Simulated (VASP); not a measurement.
The system is Ge.

```
Ge
1.0
     1.51724   -2.64558    0.00000
     1.51724    2.64558    0.00000
     0.00000    0.00000    4.82032
Ge
2
Direct
  0.33345 0.66655 0.25000
  0.66655 0.33345 0.75000
```

This cell differs from its parent crystal: volume scaled by 1.06.

Base run:

```yaml
Program: VASP 6.6.1
Functional: LDA
Potentials_or_basis: VASP PAW LDA potentials, release 64 (Ge_d)
Cutoff: 520 eV
k_mesh: 10 × 10 × 6
Occupations: fermi-dirac, width 0.05 eV
Spin: no spin polarisation
```

Its results: band gap on the k mesh zero (band 14 reaches 12.44 eV, above the bottom of band 15 at 4.09 eV); pressure -5.0 GPa.

**Question.** The run is repeated on the same cell with these changes: functional from LDA to PBE; potentials or basis from VASP PAW LDA potentials, release 64 (Ge_d) to VASP PAW PBE potentials, release 64 (Ge_d). What comes out?

**Answer.** Band gap on the k mesh zero (band 14 reaches 12.81 eV, above the bottom of band 15 at 4.36 eV); pressure -0.1 GPa.
